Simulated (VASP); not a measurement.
# Mo (I4/mmm) in VASP: notebook

The runs below take Mo through single point, with r2SCAN.

All numbers are computed with VASP 6.6.1; they aren't measurements. Logs are shortened: lines on timing, memory, paths and dates and some standing lists are left out, and cuts for length are marked.

**1. The cell of the first run**

The structure is tetragonal, space group I4/mmm (No. 139). The conventional cell has a = 3.185 Å, b = 3.185 Å, c = 3.058 Å, α = 90.00°, β = 90.00°, γ = 90.00°. Mo (site symmetry 4/mmm) has 14 Mo at 2.72 to 3.19 Å within 3.6 Å.

**2. Single point, r2SCAN**

The input, POSCAR:

```
Mo
1.0
   -1.5925232225      1.5925232225      1.5288222936
    1.5925232225     -1.5925232225      1.5288222936
    1.5925232225      1.5925232225     -1.5288222936
Mo
1
Direct
    0.0000000000      0.0000000000      0.0000000000
```

The input, INCAR.step1:

```
ALGO = Normal ; EDIFF = 1E-4
ENCUT = 520 ; GGA = PE
ISMEAR = 0 ; LASPH = T
LCHARG = F ; LREAL = F
LWAVE = T ; NBANDS = 13
NELM = 60 ; PREC = Accurate
SIGMA = 0.15
```

The input, INCAR.step2:

```
ALGO = Normal ; EDIFF = 1E-7
ENCUT = 520 ; ISIF = 2
ISMEAR = 0 ; ISTART = 1
LASPH = T ; LCHARG = F
LMIXTAU = T ; LREAL = F
LWAVE = F ; METAGGA = R2SCAN
NBANDS = 13 ; NELM = 60
PREC = Accurate ; SIGMA = 0.15
```

The input, KPOINTS:

```
k-points
0
Gamma
  24 24 24
```

Potentials or basis: VASP PAW PBE potentials, release 64 (Mo_sv).

Command:

```sh
$ cat potpaw_PBE.64/Mo_sv/POTCAR > POTCAR
$ cp INCAR.step1 INCAR
$ mpirun -np 1 vasp_std > vasp.out
$ cp INCAR.step2 INCAR
$ mpirun -np 1 vasp_std > vasp.out
```

OUTCAR:

```text
EDIFF = 1E-7
   ENCUT = 520
   ISIF = 2
   ISMEAR = 0
   ISTART = 1
   LASPH = T
   LREAL = F
   METAGGA = R2SCAN
   NELM = 60
   PREC = Accurate

 ion  position               nearest neighbor table
   1  0.000  0.000  0.000-

  LATTYP: Found a body centered tetragonal cell.
 ALAT       =     3.1850464450
 C/A-ratio  =     0.9600000000

  Lattice vectors:

 A1 = (  -1.5925232225,   1.5925232225,   1.5288222936)
 A2 = (   1.5925232225,  -1.5925232225,   1.5288222936)
 A3 = (   1.5925232225,   1.5925232225,  -1.5288222936)

Analysis of symmetry for initial positions (statically):
=====================================================================
 Subroutine PRICEL returns:
 Original cell was already a primitive cell.

 Routine SETGRP: Setting up the symmetry group for a
 body centered tetragonal supercell.

 Subroutine GETGRP returns: Found 16 space group operations
 (whereof 16 operations were pure point group operations)
 out of a pool of 16 trial point group operations.

The static configuration has the point symmetry D_4h.

Analysis of symmetry for dynamics (positions and initial velocities):
=====================================================================
 Subroutine PRICEL returns:
 Original cell was already a primitive cell.

 Routine SETGRP: Setting up the symmetry group for a
 body centered tetragonal supercell.

 Subroutine GETGRP returns: Found 16 space group operations
 (whereof 16 operations were pure point group operations)
 out of a pool of 16 trial point group operations.

The dynamic configuration has the point symmetry D_4h.

 Subroutine INISYM returns: Found 16 space group operations
 (whereof 16 operations are pure point group operations),
 and found     1 'primitive' translations

----------------------------------------------------------------------------------------

                                     Primitive cell

  volume of cell :      15.5092

  direct lattice vectors                    reciprocal lattice vectors
    -1.592523222  1.592523222  1.528822294     0.000000000  0.313967164  0.327049129
     1.592523222 -1.592523222  1.528822294     0.313967164  0.000000000  0.327049129
     1.592523222  1.592523222 -1.528822294     0.313967164  0.313967164  0.000000000

  length of vectors
     2.722050336  2.722050336  2.722050336     0.453361349  0.453361349  0.444016622

  position of ions in fractional coordinates (direct lattice)
     0.000000000  0.000000000  0.000000000

  ion indices of the primitive-cell ions
   primitive index   ion index
                 1           1

----------------------------------------------------------------------------------------

 KPOINTS: k-points

Automatic generation of k-mesh.
 Grid dimensions read from file:
 generate k-points for:   24   24   24

 Generating k-lattice:

  Cartesian coordinates                     Fractional coordinates (reciprocal lattice)
     0.000000000  0.013081965  0.013627047     0.041666667 -0.000000000  0.000000000
     0.013081965  0.000000000  0.013627047    -0.000000000  0.041666667  0.000000000
     0.013081965  0.013081965  0.000000000     0.000000000  0.000000000  0.041666667

  Length of vectors
     0.018890056  0.018890056  0.018500693

  Shift w.r.t. Gamma in fractional coordinates (k-lattice)
     0.000000000  0.000000000  0.000000000

 Subroutine IBZKPT returns following result:
 ===========================================

 Found   1063 irreducible k-points:

 Following reciprocal coordinates:
            Coordinates               Weight
  0.000000  0.000000  0.000000      1.000000
  0.041667 -0.000000  0.000000      8.000000
  0.083333  0.000000  0.000000      8.000000
  0.125000 -0.000000  0.000000      8.000000
  0.166667 -0.000000  0.000000      8.000000
  0.208333 -0.000000  0.000000      8.000000
[... 16 lines left out ...]
  0.416667  0.041667 -0.000000     16.000000
  0.458333  0.041667  0.000000     16.000000
 [... further k-points ...]
   k-points           NKPTS =   1063   k-points in BZ     NKDIM =   1063   number of bands    NBANDS=     13
   number of dos      NEDOS =    301   number of ions     NIONS =      1
   total plane-waves  NPLWV =   8000
   dimension x,y,z NGX =    20 NGY =   20 NGZ =   20
   dimension x,y,z NGXF=    40 NGYF=   40 NGZF=   40
   ions per type =               1
   NGX,Y,Z   is equivalent  to a cutoff of  12.21, 12.21, 12.21 a.u.
   NGXF,Y,Z  is equivalent  to a cutoff of  24.43, 24.43, 24.43 a.u.
 SYSTEM =  unknown system
   PREC   = accura    normal or accurate (medium, high low for compatibility)
   ISTART =      1    job   : 0-new  1-cont  2-samecut
   ICHARG =      0    charge: 1-file 2-atom 10-const
   ISPIN  =      1    spin polarized calculation?
   LNONCOLLINEAR =      F non collinear calculations
   LSORBIT =      F    spin-orbit coupling
   LASPH  =      T    aspherical Exc in radial PAW
   ENCUT  =  520.0 eV  38.22 Ry    6.18 a.u.   5.06  5.06  5.06*2*pi/ulx,y,z
   NELM   =     60;   NELMIN=  2; NELMDL=  0     # of ELM steps
   EDIFF  = 0.1E-06   stopping-criterion for ELM
   LREAL  =      F    real-space projection
   EDIFFG = 0.1E-05   stopping-criterion for IOM
   NSW    =      0    number of steps for IOM
   IBRION =     -1    ionic relax: 0-MD 1-quasi-New 2-CG
   NFREE  =      0    steps in history (QN), initial steepest desc. (CG)
   ISIF   =      2    stress and relaxation
   ISYM   =      2    0-nonsym 1-usesym 2-fastsym
   POTIM  = 0.5000    time-step for ionic-motion
   TEBEG  =    0.0;   TEEND  =   0.0 temperature during run
   PSTRESS=    0.0 pullay stress
   NELECT =      14.0000    total number of electrons
   NUPDOWN=      -1.0000    fix difference up-down
   EMIN   =  10.00;   EMAX   =-10.00  energy-range for DOS
   EFERMI =   0.00;   METHOD = LEGACY
   ISMEAR =     0;   SIGMA  =   0.15  broadening in eV -4-tet -1-fermi 0-gaus
   EFERMI_NEDOS =   21; number of points for ismear=-14 and -15
   IALGO  =     38    algorithm
   IMIX   =      4    mixing-type and parameters
     AMIX     =   0.40;   BMIX     =  1.00
     AMIX_MAG =   1.60;   BMIX_MAG =  1.00
  volume/ion in A,a.u.               =      15.51       104.66
  Fermi-wavevector in a.u.,A,eV,Ry     =   1.582176  2.989878 34.059184  2.503279
  Thomas-Fermi vector in A             =   2.682139
   LORBIT       =      0    0 simple, 1 ext, 2 COOP (PROOUT), +10 PAW based schemes
   METAGGA = R2SCAN    functional components
   LHFCALC =     F    Hartree Fock is set to
   AEXX    =    0.0000 exact exchange contribution
   IVDW    =     0    specifies the selected vdW correction
   LEPSILON=     F    determine dielectric tensor
   LRPA    =     F    only Hartree local field effects (RPA)
 non-spin polarized calculation
 Gauss-broadening in eV      SIGMA  =   0.15
  energy-cutoff  :      520.00
  volume of cell :       15.51
 maximum number of plane-waves:       430
   NGX = 11   NGY = 11   NGZ = 11

 number of electron      14.0000000 magnetization

 Free energy of the ion-electron system (eV)
  ---------------------------------------------------
  ext. energy  EPLUGINS =         0.00000000
  ---------------------------------------------------
  free energy    TOTEN  =       -26.06108713 eV

  energy without entropy =      -26.05433201  energy(sigma->0) =      -26.05770957

 E-fermi :  12.7186     XC(G=0): -14.6866

 val. band max:       12.7166014927   @ k =  -0.3750   0.3750   0.2083
 cond. band min:      12.7244092802   @ k =   0.4167   0.4167   0.0833
 fundamental gap:      0.0078077876
 Fermi energy:        12.7185946327

 k-point     1 :       0.0000    0.0000    0.0000
  band No.  band energies     occupation
      1     -50.5484      2.00000
      2     -23.0059      2.00000
      3     -23.0059      2.00000
      4     -22.9893      2.00000
      5       4.9906      2.00000
      6      10.9069      2.00000
      7      11.4300      2.00000
      8      11.4300      2.00000
      9      14.2456      0.00000
     10      14.9180      0.00000
     11      27.9175      0.00000
     12      27.9175      0.00000
     13      28.7907      0.00000

 k-point     2 :       0.0417   -0.0000    0.0000
  band No.  band energies     occupation
      1     -50.5432      2.00000
      2     -23.0278      2.00000
      3     -23.0148      2.00000
      4     -22.9962      2.00000
      5       5.0742      2.00000
      6      10.9182      2.00000
      7      11.4180      2.00000
      8      11.4454      2.00000
      9      14.2350      0.00000
     10      14.8594      0.00000
     11      28.0428      0.00000
     12      28.0600      0.00000
     13      28.8880      0.00000

 k-point     3 :       0.0833    0.0000    0.0000
  band No.  band energies     occupation
      1     -50.5282      2.00000
      2     -23.1086      2.00000
      3     -23.0407      2.00000
      4     -22.9997      2.00000
      5       5.3183      2.00000
      6      10.8785      2.00000
      7      11.3750      2.00000
      8      11.5700      2.00000
      9      14.1979      0.00000
     10      14.7263      0.00000
     11      28.3549      0.00000
     12      28.4799      0.00000
     13      29.1735      0.00000

 k-point     4 :       0.1250   -0.0000    0.0000
  band No.  band energies     occupation
      1     -50.5043      2.00000
      2     -23.2380      2.00000
      3     -23.0818      2.00000
      4     -23.0028      2.00000
      5       5.7016      2.00000
      6      10.7151      2.00000
      7      11.2868      2.00000
      8      11.8893      2.00000
      9      14.1305      0.00000
     10      14.6142      0.00000
     11      28.6931      0.00000
     12      29.1563      0.00000
     13      29.5994      0.00000

 k-point     5 :       0.1667   -0.0000    0.0000
  band No.  band energies     occupation
      1     -50.4730      2.00000
      2     -23.4045      2.00000
      3     -23.1349      2.00000
      4     -23.0066      2.00000
      5       6.1827      2.00000
      6      10.4676      2.00000
      7      11.1577      2.00000
      8      12.3789      1.99864
      9      14.0718      0.00000
     10      14.5796      0.00000
     11      28.8727      0.00000
     12      30.0105      0.00000
     13      30.0598      0.00000
[... 257 lines left out ...]
 k-point    22 :       0.3750    0.0417   -0.0000
  band No.  band energies     occupation
      1     -50.2714      2.00000
      2     -24.3865      2.00000
      3     -23.4617      2.00000
      4     -23.0425      2.00000
      5       7.2523      2.00000
      6       9.0900      2.00000
      7      12.9432      0.03422
      8      14.6110      0.00000
      9      15.4434      0.00000
     10      16.7580      0.00000
     11      25.9571      0.00000
     12      26.4961      0.00000
     13      32.2169      0.00000

 k-point    23 :       0.4167    0.0417   -0.0000
  band No.  band energies     occupation
      1     -50.2513      2.00000
      2     -24.4783      2.00000
      3     -23.4945      2.00000
      4     -23.0443      2.00000
      5       7.1400      2.00000
      6       8.9709      2.00000
      7      13.5721      0.00000
      8      14.7316      0.00000
      9      15.5866      0.00000
     10      17.4044      0.00000
     11      25.5117      0.00000
     12      25.6723      0.00000
     13      31.2431      0.00000

 k-point    24 :       0.4583    0.0417    0.0000
  band No.  band energies     occupation
      1     -50.2410      2.00000
      2     -24.5250      2.00000
      3     -23.5116      2.00000
      4     -23.0448      2.00000
      5       7.0758      2.00000
      6       8.9115      2.00000
      7      13.9825      0.00000
      8      14.7274      0.00000
      9      15.6845      0.00000
     10      17.7762      0.00000
     11      25.1923      0.00000
     12      25.3010      0.00000
     13      30.7065      0.00000

 [... further k-points ...]
[... 5 lines left out ...]
  --------------------------------------------------------------------------------------
  -------------------------------------------------------------------------------------
  Total       -0.0774823     -0.0774823      1.2441550      0.0000000      0.0000000      0.0000000
  in kB       -8.0043194     -8.0043194    128.5276400      0.0000000      0.0000000      0.0000000
  external PRESSURE =      37.5063337 kB  Pullay stress =       0.0000000 kB

 VOLUME and BASIS-vectors are now :
 -----------------------------------------------------------------------------
  energy-cutoff  :      520.00
  volume of cell :       15.51
      direct lattice vectors                 reciprocal lattice vectors
    -1.592523222  1.592523222  1.528822294     0.000000000  0.313967164  0.327049129
     1.592523222 -1.592523222  1.528822294     0.313967164  0.000000000  0.327049129
     1.592523222  1.592523222 -1.528822294     0.313967164  0.313967164  0.000000000

 POSITION                                       TOTAL-FORCE (eV/Angst)
 -----------------------------------------------------------------------------------
      0.00000      0.00000      0.00000         0.000000      0.000000      0.000000
 -----------------------------------------------------------------------------------
    total drift:                               -0.000000     -0.000000      0.000000

  FREE ENERGIE OF THE ION-ELECTRON SYSTEM (eV)
  ---------------------------------------------------
  free  energy   TOTEN  =       -26.0610871329 eV

  energy  without entropy=      -26.0543320117  energy(sigma->0) =      -26.05770957
```

It took 16 min on 1 thread of Intel Xeon 8259CL, shared host; peak memory 0.27 GiB.

Results:

```
Free energy            : -26.0611 eV
Pressure               : 3.8 GPa
Band gap on the k mesh : zero (bands 7 and 8 overlap by 5.52 eV)
```

Stress tensor (GPa, compression positive):
```
-0.80  0.00  0.00
 0.00 -0.80  0.00
 0.00  0.00 12.85
```

Caveat: the stress differs along the axes, from -1 to 13 GPa; the PAW data sets were made with another functional, which shifts forces and pressure a little.

**3. Single point, r2SCAN**

The input, POSCAR:

```
Mo
1.0
   -1.5456568586      1.5456568586      1.6229397016
    1.5456568586     -1.5456568586      1.6229397016
    1.5456568586      1.5456568586     -1.6229397016
Mo
1
Direct
    0.0000000000      0.0000000000      0.0000000000
```

The input, INCAR.step1:

```
PREC = Accurate
ENCUT = 520
ISMEAR = 0
SIGMA = 0.15
LREAL = F
LASPH = T
NELM = 80
NBANDS = 13
GGA = PE
ALGO = Normal
EDIFF = 1E-4
LWAVE = T
LCHARG = F
```

The input, INCAR.step2:

```
PREC = Accurate
ENCUT = 520
EDIFF = 1E-6
ISMEAR = 0
SIGMA = 0.15
LREAL = F
LASPH = T
NELM = 80
ALGO = Normal
ISIF = 2
LWAVE = F
LCHARG = F
METAGGA = R2SCAN
LMIXTAU = T
NBANDS = 13
ISTART = 1
```

The input, KPOINTS:

```
regular mesh
0
Gamma
  24 24 24
```

Potentials or basis: VASP PAW PBE potentials, release 64 (Mo_sv).

Command:

```sh
$ cat potpaw_PBE.64/Mo_sv/POTCAR > POTCAR
$ cp INCAR.step1 INCAR
$ mpirun -np 1 vasp_std > vasp.out
$ cp INCAR.step2 INCAR
$ mpirun -np 1 vasp_std > vasp.out
```

Wall time 12 min (1 thread of Intel Xeon 8259CL, shared host); peak memory 0.27 GiB.

The run converged. Its results:

```
Free energy            : -26.0541 eV
Pressure               : 3.8 GPa
Band gap on the k mesh : zero (bands 7 and 8 overlap by 5.20 eV)
```

Stress tensor (GPa, compression positive):
```
 9.05  0.00  0.00
 0.00  9.05  0.00
 0.00  0.00 -6.56
```

Levels at points of the mesh, in eV from the Fermi level:
```tsv
k point	band 5	band 6	band 7	band 8	band 9	band 10
(0.00, 0.00, 0.00)	-7.72	-1.64	-1.64	-1.06	1.49	2.24
(0.50, 0.00, 0.00)	-5.65	-3.43	1.45	1.47	2.62	4.89
(0.50, 0.50, 0.00)	-5.73	-4.06	1.87	2.37	2.82	5.02
(0.50, 0.50, 0.50)	-5.81	-5.68	4.05	4.21	4.21	8.62
```

Caveat: the stress differs along the axes, from -7 to 9 GPa; the PAW data sets were made with another functional, which shifts forces and pressure a little.
